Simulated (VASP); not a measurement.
Si: single point with LDA

Si:

```
Si
1.0
    -3.24589    3.24589    1.87639
     3.24589   -3.24589    1.87639
     3.24589    3.24589   -1.87639
Si
4
Direct
  0.16784 0.16784 0.35769
  0.81015 0.81015 0.64231
  0.18985 0.83216 0.00000
  0.83216 0.18985 0.00000
```

```
Program             : VASP 6.6.1
Task                : single point
Functional          : LDA
Potentials or basis : VASP PAW LDA potentials, release 64 (Si)
Cutoff              : 520 eV
k mesh              : 10 × 10 × 10
Occupations         : gaussian, width 0.03 eV
Spin                : no spin polarisation
```

* Pressure: 5.0 GPa
* Largest force: 0.079 eV/Å

Forces on the atoms (eV/Å):
```
Si   0.038  0.038  0.058
Si  -0.038 -0.038  0.058
Si  -0.038  0.038 -0.058
Si   0.038 -0.038 -0.058
```

Stress tensor (GPa, compression positive):
```
4.90 0.00 0.00
0.00 4.90 0.00
0.00 0.00 5.23
```

Levels at points of the mesh, in eV from the Fermi level:
```csv
k point,band 6,band 7,band 8,band 9,band 10,band 11
"(0.00, 0.00, 0.00)",-1.59,-1.59,-0.62,1.29,1.66,1.66
"(0.50, 0.00, 0.00)",-3.80,-2.59,-1.52,0.61,2.37,2.88
"(0.50, 0.50, 0.00)",-2.16,-2.09,-1.75,1.53,1.80,1.87
"(0.50, 0.50, 0.50)",-0.32,0.00,0.00,0.27,3.55,3.86
```

Wall time 66 s on 1 thread of Intel(R) Xeon(R) Platinum 8559C (Emerald Rapids), on a shared host, peak memory 0.23 GiB.
